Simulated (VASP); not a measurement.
# AlN (P6_3mc) in VASP: a series of runs

The runs below take AlN through vibrations by perturbation theory, elastic constants, with PBE.

All numbers are computed with VASP 6.6.1; they aren't measurements. Logs are shortened: lines on timing, memory, paths and dates and some standing lists are left out, and cuts for length are marked.

## (1) The cell of the first run

Symmetry: P6_3mc, No. 186, hexagonal system. The conventional cell has a = 3.118 Å, b = 3.118 Å, c = 5.029 Å, α = 90.00°, β = 90.00°, γ = 120.00°. Within 2.5 Å of Al (site symmetry 3m) lie 4 N at 1.90 to 1.91 Å. N (site symmetry 3m) has 4 Al at 1.90 to 1.91 Å within 2.5 Å.

## (2) Vibrations by perturbation theory, PBE

Contents of INCAR:

```
PREC     = Accurate       # precision mode
ENCUT    = 520            # plane-wave cutoff, eV
EDIFF    = 1E-8           # SCF threshold, eV
ISMEAR   = 0              # smearing method
SIGMA    = 0.01           # smearing width, eV
LREAL    = F              # projectors in reciprocal space
LASPH    = T              # aspherical terms in the spheres
NELM     = 60             # most SCF steps
ALGO     = Normal         # electronic algorithm
ISIF     = 2              # what is computed and relaxed
LWAVE    = F              # write WAVECAR
LCHARG   = T              # write CHGCAR
GGA      = PE             # functional
NBANDS   = 16             # bands
IBRION   = 8              # ionic algorithm
NSW      = 1              # ionic steps
LEPSILON = T              # dielectric tensor by DFPT
```

Contents of KPOINTS:

```
regular mesh
0
Gamma
  8 8 5
```

Contents of POSCAR:

```
AlN
1.0
    3.1177518598      0.0000000000      0.0000000000
   -1.5588759299      2.7000523133      0.0000000000
    0.0000000000      0.0000000000      5.0289855760
Al N
2 2
Direct
    0.3333333333      0.6666666667      0.0007642481
    0.6666666667      0.3333333333      0.5007642481
    0.3333333333      0.6666666667      0.3812357519
    0.6666666667      0.3333333333      0.8812357519
```

Potentials or basis: VASP PAW PBE potentials, release 64 (Al, N).

Launch:

```bash
cat potpaw_PBE.64/Al/POTCAR potpaw_PBE.64/N/POTCAR > POTCAR
mpirun -np 1 vasp_std > vasp.out
```

OUTCAR:

```text
PREC = Accurate
   ENCUT = 520
   EDIFF = 1E-8
   ISMEAR = 0
   LREAL = F
   LASPH = T
   NELM = 60
   ISIF = 2
   GGA = PE
   IBRION = 8
   NSW = 1
   LEPSILON = T

 ion  position               nearest neighbor table
   1  0.333  0.667  0.001-   4 1.90   4 1.90   4 1.90   3 1.91   2 3.09   2 3.09   2 3.09   2 3.09
                             2 3.09   2 3.09
   2  0.667  0.333  0.501-   3 1.90   3 1.90   3 1.90   4 1.91   1 3.09   1 3.09   1 3.09   1 3.09
                             1 3.09   1 3.09
   3  0.333  0.667  0.381-   2 1.90   2 1.90   2 1.90   1 1.91
   4  0.667  0.333  0.881-   1 1.90   1 1.90   1 1.90   2 1.91

  LATTYP: Found a hexagonal cell.
 ALAT       =     3.1177518598
 C/A-ratio  =     1.6130166229

  Lattice vectors:

 A1 = (   3.1177518598,   0.0000000000,   0.0000000000)
 A2 = (  -1.5588759299,   2.7000523133,   0.0000000000)
 A3 = (   0.0000000000,   0.0000000000,   5.0289855760)

Analysis of symmetry for initial positions (statically):
=====================================================================
 Subroutine PRICEL returns:
 Original cell was already a primitive cell.

 Routine SETGRP: Setting up the symmetry group for a
 hexagonal supercell.

 Subroutine GETGRP returns: Found 12 space group operations
 (whereof  6 operations were pure point group operations)
 out of a pool of 24 trial point group operations.

The static configuration has the point symmetry C_3v.
 The point group associated with its full space group is C_6v.

Analysis of symmetry for dynamics (positions and initial velocities):
=====================================================================
 Subroutine PRICEL returns:
 Original cell was already a primitive cell.

 Routine SETGRP: Setting up the symmetry group for a
 hexagonal supercell.

 Subroutine GETGRP returns: Found 12 space group operations
 (whereof  6 operations were pure point group operations)
 out of a pool of 24 trial point group operations.

The dynamic configuration has the point symmetry C_3v.
 The point group associated with its full space group is C_6v.

 Subroutine INISYM returns: Found 12 space group operations
 (whereof  6 operations are pure point group operations),
 and found     1 'primitive' translations

----------------------------------------------------------------------------------------

                                     Primitive cell

  volume of cell :      42.3345

  direct lattice vectors                    reciprocal lattice vectors
     3.117751860  0.000000000  0.000000000     0.320743935  0.185181597  0.000000000
    -1.558875930  2.700052313  0.000000000     0.000000000  0.370363194  0.000000000
     0.000000000  0.000000000  5.028985576     0.000000000  0.000000000  0.198847260

  length of vectors
     3.117751860  3.117751860  5.028985576     0.370363194  0.370363194  0.198847260

  position of ions in fractional coordinates (direct lattice)
     0.333333333  0.666666667  0.000764248
     0.666666667  0.333333333  0.500764248
     0.333333333  0.666666667  0.381235752
     0.666666667  0.333333333  0.881235752

  ion indices of the primitive-cell ions
[... 649 lines left out ...]
     0.27233  0.00000 -0.00000
     0.00000  0.27233  0.00000
    -0.00000  0.00000 -0.44067

[... ionic steps 4 to 9 ...]

--------------------------------------- Ionic step       10  -------------------------------------------

------------------------ aborting loop because EDIFF is reached ----------------------------------------

[... ionic steps 11 to 11 ...]

--------------------------------------- Ionic step       12  -------------------------------------------

 Free energy of the ion-electron system (eV)
  ---------------------------------------------------
  ---------------------------------------------------
  free energy    TOTEN  =        -0.25380765 eV

  energy without entropy =       -0.25380765

------------------------ aborting loop because EDIFF is reached ----------------------------------------

 INTERNAL STRAIN TENSOR  FOR ION    3  DIRECTION 3   (eV/Angst):
 -----------------------------------------------------------------------------
     5.25168 -0.00000  0.00000
     0.00000  5.25168 -0.00000
     0.00000  0.00000-10.97377

 MACROSCOPIC STATIC DIELECTRIC TENSOR (including local field effects in DFT)
 ------------------------------------------------------
           4.465495     0.000000    -0.000000
          -0.000000     4.465495     0.000000
           0.000000     0.000000     4.692435
 ------------------------------------------------------

 PIEZOELECTRIC TENSOR (including local field effects)  for field in x, y, z        (e  Angst)
          XX          YY          ZZ          XY          YZ          ZX
  --------------------------------------------------------------------------------
  x     0.00000     0.00000     0.00000     0.00000     0.00000     0.90200
  y     0.00000     0.00000     0.00000     0.00000     0.90200     0.00000
  z     0.71958     0.71958    -1.16439     0.00000     0.00000    -0.00000

 PIEZOELECTRIC TENSOR (including local field effects)  for field in x, y, z        (C/m^2)
          XX          YY          ZZ          XY          YZ          ZX
  --------------------------------------------------------------------------------
  x     0.00000     0.00000     0.00000     0.00000     0.00000     0.34137
  y     0.00000     0.00000     0.00000     0.00000     0.34137     0.00000
  z     0.27233     0.27233    -0.44067     0.00000     0.00000    -0.00000

 BORN EFFECTIVE CHARGES (including local field effects) (in |e|, cummulative output)
 ---------------------------------------------------------------------------------
 ion    1
    1     2.51510     0.00000     0.00000
    2    -0.00000     2.51510     0.00000
    3     0.00000    -0.00000     2.67178
 ion    2
    1     2.51510    -0.00000     0.00000
    2    -0.00000     2.51510     0.00000
    3     0.00000    -0.00000     2.67178
 ion    3
    1    -2.51510     0.00000     0.00000
    2     0.00000    -2.51510     0.00000
    3     0.00000    -0.00000    -2.67178
 ion    4
    1    -2.51510     0.00000     0.00000
    2     0.00000    -2.51510     0.00000
    3     0.00000     0.00000    -2.67178

 INTERNAL STRAIN TENSOR FOR ION    4 for displacements in x,y,z  (eV/Angst):
          X           Y           Z          XY          YZ          ZX
  --------------------------------------------------------------------------------
  x     0.00000     0.00000     0.00000    10.03508     0.00000     5.12038
  y    10.03508   -10.03508    -0.00000     0.00000     5.15073     0.00000
  z     5.25168     5.25168   -10.97377     0.00000    -0.00000     0.00000

 SECOND DERIVATIVES (NOT SYMMETRIZED)
 ------------------------------------
               1X          1Y          1Z          2X          2Y          2Z          3X          3Y          3Z          4X          4Y          4Z
  1X   -15.197294    0.000000    0.000000    0.636931    0.000000    0.000000    1.471939    0.000000    0.000000   13.088424   -0.000000    0.000000
  1Y     0.000000  -15.197294    0.000000   -0.000000    0.636931    0.000000   -0.000000    1.471939    0.000000   -0.000000   13.088424    0.000000
  1Z     0.000000   -0.000000  -20.516781    0.000000    0.000000    8.335569    0.000000   -0.000000    5.967322    0.000000    0.000000    6.213891
  2X     0.636931    0.000000    0.000000  -15.197294   -0.000000   -0.000000   13.088424    0.000000    0.000000    1.471939   -0.000000   -0.000000
  2Y     0.000000    0.636931    0.000000    0.000000  -15.197294   -0.000000    0.000000   13.088424    0.000000    0.000000    1.471939    0.000000
  2Z     0.000000    0.000000    8.335569    0.000000    0.000000  -20.516781    0.000000    0.000000    6.213891    0.000000    0.000000    5.967322
  3X     1.472945    0.000000   -0.000000   13.089288    0.000000    0.000000  -15.247500   -0.000000    0.000000    0.685266   -0.000000   -0.000000
  3Y    -0.000000    1.472945    0.000000    0.000000   13.089288    0.000000    0.000000  -15.247500    0.000000    0.000000    0.685266    0.000000
  3Z     0.000000   -0.000000    5.946704    0.000000   -0.000000    6.229110    0.000000    0.000000  -19.027033    0.000000   -0.000000    6.851219
  4X    13.089288    0.000000    0.000000    1.472945   -0.000000    0.000000    0.685266    0.000000    0.000000  -15.247500    0.000000    0.000000
  4Y    -0.000000   13.089288    0.000000    0.000000    1.472945    0.000000   -0.000000    0.685266   -0.000000    0.000000  -15.247500   -0.000000
  4Z     0.000000    0.000000    6.229110   -0.000000    0.000000    5.946704   -0.000000    0.000000    6.851219    0.000000   -0.000000  -19.027033

 Eigenvectors and eigenvalues of the dynamical matrix
 ----------------------------------------------------

   1 f  =   21.255268 THz   133.550786 2PiTHz  708.999415 cm-1    87.904684 meV
             X         Y         Z           dx          dy          dz
     -0.000000  1.800035  0.003843    -0.000000    0.000000   -0.012347
      1.558876  0.900017  2.518336    -0.000000   -0.000000    0.012347
     -0.000000  1.800035  1.917229     0.000000    0.000000   -0.706999
      1.558876  0.900017  4.431722     0.000000   -0.000000    0.706999
[... 71 lines left out ...]
  12 f/i=    0.001889 THz     0.011868 2PiTHz    0.063006 cm-1     0.007812 meV
             X         Y         Z           dx          dy          dz
     -0.000000  1.800035  0.003843     0.000000    0.000000   -0.573700
      1.558876  0.900017  2.518336     0.000000    0.000000   -0.573700
     -0.000000  1.800035  1.917229     0.000000    0.000000   -0.413363
      1.558876  0.900017  4.431722     0.000000    0.000000   -0.413363

--------------------------------------------------------------------------------------------------------

 MACROSCOPIC STATIC DIELECTRIC TENSOR IONIC CONTRIBUTION
 ------------------------------------------------------
           3.713745    -0.000000     0.000000
          -0.000000     3.713745    -0.000000
           0.000000    -0.000000     5.010822
 ------------------------------------------------------

 ELASTIC MODULI CONTR FROM IONIC RELAXATION (kBar)
 Direction    XX          YY          ZZ          XY          YZ          ZX
 --------------------------------------------------------------------------------
 XX        -655.2083    311.4624    359.1887     -0.0000     -0.0000      0.0000
 YY         311.4624   -655.2083    359.1887      0.0000      0.0000     -0.0000
 ZZ         359.1887    359.1887   -750.6503      0.0000     -0.0000      0.0000
 XY          -0.0000      0.0000      0.0000   -483.3354      0.0000     -0.0000
 YZ          -0.0000      0.0000     -0.0000      0.0000   -125.3862      0.0000
 ZX           0.0000     -0.0000      0.0000      0.0000      0.0000   -133.5254
 --------------------------------------------------------------------------------

 PIEZOELECTRIC TENSOR IONIC CONTR  for field in x, y, z        (C/m^2)
          XX          YY          ZZ          XY          YZ          ZX
  --------------------------------------------------------------------------------
  x     0.00000    -0.00000     0.00000    -0.00000     0.00000    -0.66261
  y     0.00000     0.00000    -0.00000     0.00000    -0.64210     0.00000
  z    -0.87323    -0.87323     1.82493    -0.00000     0.00000    -0.00000
```

Wall time 4.6 min (1 thread of Intel Xeon Platinum 8488C (Sapphire Rapids), shared host); peak memory 0.39 GiB.

Results:

| Property | Result |
| --- | --- |
| Electronic dielectric tensor (diagonal) | 4.47, 4.47, 4.69 |
| Born charges (mean of the diagonal) | Al +2.57; N -2.57 e |
| Highest phonon frequency at Γ, LO-TO splitting left out | 709 cm⁻¹ |

Phonon frequencies in cm⁻¹ (negative: imaginary):
```tsv
q point	frequencies
(0.000, 0.000, 0.000)	0 0 0 236 236 539 599 643 643 655 655 709
```

Electronic dielectric tensor:
```
4.47 0.00 0.00
0.00 4.47 0.00
0.00 0.00 4.69
```

Born effective charge tensors (e):
atom 1, Al
```
2.52 0.00 0.00
0.00 2.52 0.00
0.00 0.00 2.67
```
atom 2, Al
```
2.52 0.00 0.00
0.00 2.52 0.00
0.00 0.00 2.67
```
atom 3, N
```
-2.52  0.00  0.00
 0.00 -2.52  0.00
 0.00  0.00 -2.67
```
atom 4, N
```
-2.52  0.00  0.00
 0.00 -2.52  0.00
 0.00  0.00 -2.67
```

## (3) Elastic constants, PBE

Contents of INCAR:

```
PREC     = Accurate       # precision mode
ENCUT    = 600            # plane-wave cutoff, eV
EDIFF    = 1E-8           # SCF threshold, eV
ISMEAR   = 0              # smearing method
SIGMA    = 0.01           # smearing width, eV
LREAL    = F              # projectors in reciprocal space
LASPH    = T              # aspherical terms in the spheres
NELM     = 60             # most SCF steps
ALGO     = Normal         # electronic algorithm
ISIF     = 3              # what is computed and relaxed
LWAVE    = F              # write WAVECAR
LCHARG   = F              # write CHGCAR
GGA      = PE             # functional
IBRION   = 6              # ionic algorithm
NFREE    = 2            
POTIM    = 0.015          # step
NSW      = 1              # ionic steps
```

Contents of KPOINTS:

```
Automatic mesh
0
Gamma
  8 8 5
```

POSCAR is that of step 2.

Potentials or basis: VASP PAW PBE potentials, release 64 (Al, N).

Launch:

```bash
cat potpaw_PBE.64/Al/POTCAR potpaw_PBE.64/N/POTCAR > POTCAR
mpirun -np 1 vasp_std > vasp.out
```

It took 7 min on 1 thread of Intel Xeon Platinum 8488C (Sapphire Rapids), shared host; peak memory 0.31 GiB.

Results (log left out):

```yaml
Voigt_bulk_modulus: 197 GPa
Highest_phonon_frequency_at_Γ_LO-TO_splitting_left_out: 709 cm⁻¹
```

Phonon frequencies in cm⁻¹ (negative: imaginary):
```csv
q point,frequencies
"(0.000, 0.000, 0.000)",0 0 0 236 236 539 600 643 643 656 656 709
```

Elastic tensor in Voigt notation (GPa, in the Cartesian axes of the cell as first typed):
```
379 131  97   0   0   0
131 379  97   0   0   0
 97  97 364   0   0   0
  0   0   0 110   0   0
  0   0   0   0 110   0
  0   0   0   0   0 124
```

Clamped-ion elastic tensor (GPa):
```
445  99  61   0   0   0
 99 445  61   0   0   0
 61  61 439   0   0   0
  0   0   0 124   0   0
  0   0   0   0 124   0
  0   0   0   0   0 173
```

## (4) Elastic constants, PBE

This run uses another cell than the first one, of 10.65 Å³/atom.

Contents of INCAR:

```
PREC = Accurate ; ENCUT = 600
EDIFF = 1E-8 ; ISMEAR = 0
SIGMA = 0.01 ; LREAL = False
LASPH = True ; NELM = 60
ALGO = Normal ; ISIF = 3
LWAVE = False ; LCHARG = False
GGA = PE ; IBRION = 6
NFREE = 2 ; POTIM = 0.015
NSW = 1
```

Contents of KPOINTS:

```
regular mesh
0
Gamma
  8 8 5
```

Contents of POSCAR:

```
AlN
1.0
    3.1302729517      0.0000000000      0.0000000000
   -1.5651364758      2.7108958969      0.0000000000
    0.0000000000      0.0000000000      5.0179568193
Al N
2 2
Direct
    0.3333333333      0.6666666667      0.0002259939
    0.6666666667      0.3333333333      0.5002259939
    0.3333333333      0.6666666667      0.3817740061
    0.6666666667      0.3333333333      0.8817740061
```

Launch:

```bash
cat potpaw_PBE.64/Al/POTCAR potpaw_PBE.64/N/POTCAR > POTCAR
mpirun -np 1 vasp_std > vasp.out
```

It took 6.9 min on 1 thread of Intel Xeon Platinum 8488C (Sapphire Rapids), shared host; peak memory 0.32 GiB.

It converged, with:

```yaml
Voigt_bulk_modulus: 193 GPa
Highest_phonon_frequency_at_Γ_LO-TO_splitting_left_out: 706 cm⁻¹
```

Phonon frequencies in cm⁻¹ (negative: imaginary):
```
              q point                                frequencies
(0.000, 0.000, 0.000)  0 0 0 237 237 535 595 637 637 649 649 706
```

Elastic tensor in Voigt notation (GPa, in the Cartesian axes of the cell as first typed):
```
373 127  97   0   0   0
127 373  97   0   0   0
 97  97 354   0   0   0
  0   0   0 112   0   0
  0   0   0   0 112   0
  0   0   0   0   0 123
```

Clamped-ion elastic tensor (GPa):
```
436  96  61   0   0   0
 96 436  61   0   0   0
 61  61 432   0   0   0
  0   0   0 124   0   0
  0   0   0   0 124   0
  0   0   0   0   0 170
```
